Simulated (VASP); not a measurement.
Input of a VASP 6.6.1 run:

INCAR

```
PREC = Accurate
ENCUT = 600
EDIFF = 1E-6
ISMEAR = 0
SIGMA = 0.1
LREAL = F
LASPH = T
NELM = 100
ALGO = Normal
ISIF = 3
LWAVE = F
LCHARG = F
GGA = PE
IBRION = 2
NSW = 100
EDIFFG = -0.015
```

Contents of KPOINTS:

```
regular mesh
0
Gamma
  6 6 2
```

The input POSCAR:

```
SiN2
1.0
    2.9383631803      0.0132466376      0.0071486031
   -1.4577096654      2.4400967673     -0.0115500321
    0.0260713318     -0.0335878241     10.5120452087
Si N
2 4
Direct
    0.2477670793      0.6554418456      0.2346099795
    0.7431004738      0.3734504424      0.7620988511
    0.3843168901      0.7205550930      0.6796579681
    0.7021108873      0.3237003089      0.1602910393
    0.2732605723      0.6788902931      0.8444091562
    0.6494440972      0.2479620169      0.3189330057
```

Potentials or basis: VASP PAW PBE potentials, release 64 (Si, N).

Launch:

```sh
$ cat potpaw_PBE.64/Si/POTCAR potpaw_PBE.64/N/POTCAR > POTCAR
$ mpirun -np 1 vasp_std > vasp.out
```

Question: Estimate the relaxed volume.

Answer: 11.91 Å³/atom.

Question: Predict the space group after relaxing (to 0.1 Å).

Answer: P1 (No. 1).

Final structure:
```xyz
6
Lattice="2.9376 0.0572 -0.0112 -1.4143 2.5752 0.0315 -0.1152 -0.0389 9.3458" Properties=species:S:1:pos:R:3 pbc="T T T"
Si   -0.0047    1.4920    2.4498
Si    1.2468    0.8103    7.0913
N     0.3468    2.0156    6.1785
N     1.4747    1.3245    1.5137
N    -0.2698    1.5815    7.7678
N     1.4307    0.5567    3.0970
```
